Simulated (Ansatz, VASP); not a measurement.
**Two plane-wave programs on Ti6H**

File INCAR:

```
PREC     = Accurate       # precision mode
ENCUT    = 520            # plane-wave cutoff, eV
EDIFF    = 1E-6           # SCF threshold, eV
ISMEAR   = 0              # smearing method
SIGMA    = 0.1            # smearing width, eV
LREAL    = False          # projectors in reciprocal space
LASPH    = True           # aspherical terms in the spheres
NELM     = 100            # most SCF steps
ALGO     = Normal         # electronic algorithm
ISIF     = 2              # what is computed and relaxed
LWAVE    = False          # write WAVECAR
LCHARG   = False          # write CHGCAR
LDIPOL   = True         
IDIPOL   = 3            
DIPOL    = 0.5 0.5 0.330
GGA      = PE             # functional
NBANDS   = 46             # bands
```

Contents of KPOINTS:

```
regular mesh
0
Gamma
  9 6 1
```

The input POSCAR:

```
Ti6H
1.0
    2.8321726458      0.0000000000      0.0000000000
    0.0000000000      4.5795363026      0.0000000000
    0.0000000000      0.0000000000     23.5510893874
Ti H
6 1
Direct
    0.5000000000      0.0000000000      0.1698435233
    0.0000000000      0.5000000000      0.2259767339
    0.5000000000      0.0000000000      0.2821099444
    0.5000000000      0.5000000000      0.3394934593
    0.0000000000      0.0000000000      0.3940191404
    0.5000000000      0.5000000000      0.4480085492
    0.8750000000      0.8750000000      0.4509808108
```

Input for Ansatz:

```yaml
crystal:
  lattice:
    - [2.8321726458, 0.0, 0.0]
    - [0.0, 4.5795363026, 0.0]
    - [0.0, 0.0, 23.5510893874]
  atoms:
    - { symbol: Ti, position: [0.5, 0.0, 0.1698435233] }
    - { symbol: Ti, position: [0.0, 0.5, 0.2259767339] }
    - { symbol: Ti, position: [0.5, 0.0, 0.2821099444] }
    - { symbol: Ti, position: [0.5, 0.5, 0.3394934593] }
    - { symbol: Ti, position: [0.0, 0.0, 0.3940191404] }
    - { symbol: Ti, position: [0.5, 0.5, 0.4480085492] }
    - { symbol: H, position: [0.875, 0.875, 0.4509808108] }
basis:
  ecutwfc: 420
kpoints:
  mp_grid: { grid: [9, 6, 1] }
hamiltonian:
  xc: pbe
scf:
  occupations: { method: gaussian, width: 0.1 }
output:
  forces: true
  eigenvalues: true
efield:
  axis: 3
  dipole_correction: true
  ramp_width: 0.04
```

Alike in both runs: task single point; functional PBE; k mesh 9 × 6 × 1; occupations gaussian, width 0.1 eV; no spin polarisation.

```csv
,VASP,Ansatz
version,VASP 6.6.1,Ansatz 0.2.0
potentials or method,"VASP PAW PBE potentials, release 64 (Ti_sv, H), cutoff 520 eV","scalar-relativistic, plane waves, PAW"
valence electrons in the cell,73,73
```

VASP gave:

```
gap on the k mesh at the Fermi level (eV) : none
rms of the force components (eV/Å)        : 1.419
```

Question: What did Ansatz give for the same quantities?

Answer: gap on the k mesh at the Fermi level (eV): none; rms of the force components (eV/Å): 1.416.

Atom by atom the forces differ by 0.006 eV/Å (rms over components). A gap of «none» marks a metal or a gap that the smearing closes.
